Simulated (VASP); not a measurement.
Runs of VASP 6.6.1 on BaH2. The structure is that of space group P6_3/mmc (No. 194), or close to it. The cells are those of the table. 

```csv
cell,gap on the mesh (eV),pressure (GPa)
"relaxed from a = 4.340, b = 4.340, c = 5.738 Å, angles 90.0, 90.0, 120.0°, 6 atoms",1.58,2.0
"relaxed from a = 4.497, b = 4.497, c = 6.060 Å, angles 90.0, 90.0, 120.0°, 6 atoms",(a),-2.1
"relaxed from a = 4.456, b = 4.456, c = 5.949 Å, angles 90.0, 90.0, 120.0°, 6 atoms",1.47,-1.2
"relaxed from a = 4.428, b = 4.428, c = 5.854 Å, angles 90.0, 90.0, 120.0°, 6 atoms",1.50,-0.3
```

Alike in all rows: task relaxation of shape and atoms at fixed volume; level PBEsol; potentials or basis VASP PAW PBE potentials, release 64 (Ba_sv, H); no spin polarisation; k mesh 6 × 6 × 6; cutoff (eV) 600; smearing gaussian 0.02 eV.

Q: Fill in the values left out.

A: (a) 1.40.

Caveats: the PAW data sets were made with another functional, which shifts forces and pressure a little; spin-orbit coupling is left out, which moves the levels of the heavy elements.

A k mesh can miss the band edges, and the runs leave out spin-orbit coupling on Ba.
